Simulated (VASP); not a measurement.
The system is TiIn2Te3.

```
Ti In Te
1.0
     7.06958    0.00000    0.00000
    -3.53479    6.12243    0.00000
     0.00000    0.00000    3.70920
Ti In Te
1 2 3
Direct
  0.00000 0.00000 0.50000
  0.66667 0.33333 0.50000
  0.33333 0.66667 0.50000
  0.00000 0.50000 0.00000
  0.50000 0.50000 0.00000
  0.50000 0.00000 0.00000
```

```yaml
Program: VASP 6.6.1
Task: relaxation of cell and atoms
Functional: PBE
Potentials_or_basis: VASP PAW PBE potentials, release 64 (Ti_sv, In_d, Te)
Cutoff: 600 eV
k_mesh: 3 × 3 × 6
Occupations: gaussian, width 0.1 eV
Spin: no spin polarisation
```

At the start: pressure 15.8 GPa; volume 26.76 Å³/atom.

Q: How do energy, volume and symmetry change on relaxing?

A: Over 11 steps the energy falls by 304.2 meV/atom and the volume is 35.43 Å³/atom (+32.4 %); space group P6/mmm (No. 191, to 0.05 Å).

Step by step:
| step | energy change (eV) | largest force (eV/Å) | pressure (GPa) | volume (Å³) |
| --- | --- | --- | --- | --- |
| 1 | 0.0000 | 0.0000 | 15.81 | 160.55 |
| 2 | -1.4968 | 0.0000 | -2.93 | 229.97 |
| 3 | -1.7571 | 0.0000 | 0.21 | 204.42 |
| 4 | -1.7578 | 0.0000 | 0.19 | 205.37 |
| 5 | -1.7491 | 0.0000 | -0.54 | 209.82 |
| 6 | -1.7578 | 0.0000 | -0.04 | 206.34 |
| 7 | -1.7957 | 0.0000 | -0.02 | 207.84 |
| 8 | -1.8125 | 0.0000 | -0.05 | 209.35 |
| 9 | -1.8144 | 0.0000 | -0.05 | 209.84 |
| 10 | -1.8173 | 0.0000 | -0.07 | 210.78 |
| 11 | -1.8249 | 0.0000 | -0.08 | 212.56 |

Final structure:
```
Ti In Te
1.0
     7.99703    0.00000    0.00000
    -3.99851    6.92563    0.00000
     0.00000    0.00000    3.83782
Ti In Te
1 2 3
Direct
  0.00000 0.00000 0.50000
  0.66667 0.33333 0.50000
  0.33333 0.66667 0.50000
  0.00000 0.50000 0.00000
  0.50000 0.50000 0.00000
  0.50000 0.00000 0.00000
```

Caveat: the volume moved by over 15 % at a fixed basis, so the end points are rough.
